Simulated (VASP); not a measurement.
A run of VASP 6.6.1 is set up as follows.

INCAR

```
SYSTEM = ZnS
  ALGO = Normal
  EDIFF = 1E-6
  ENCUT = 520
  ISIF = 2
  ISMEAR = 0
  LASPH = .True.
  LCHARG = .False.
  LREAL = .False.
  LWAVE = .False.
  NBANDS = 16
  NELM = 80
  PREC = Accurate
  SIGMA = 0.02
```

KPOINTS

```
k-points
0
Gamma
  10 10 10
  0 0 0
```

File POSCAR:

```
ZnS
1.0
    0.0000000000      2.6481935253      2.6481935253
    2.6481935253      0.0000000000      2.6481935253
    2.6481935253      2.6481935253      0.0000000000
Zn S
1 1
Direct
    0.0000000000      0.0000000000      0.0000000000
    0.7500000000      0.7500000000      0.7500000000
```

Potentials or basis: VASP PAW LDA potentials, release 64 (Zn, S).

Run with:

```sh
$ cat potpaw_LDA.64/Zn/POTCAR potpaw_LDA.64/S/POTCAR > POTCAR
$ mpirun -np 1 vasp_std > vasp.out
```

Q: What does it give for the band gap on the k mesh?

A: 2.16 eV, direct.

Q: Estimate the pressure.

A: 0.3 GPa.

A hybrid or GW would open this gap; LDA tends to underestimate it.
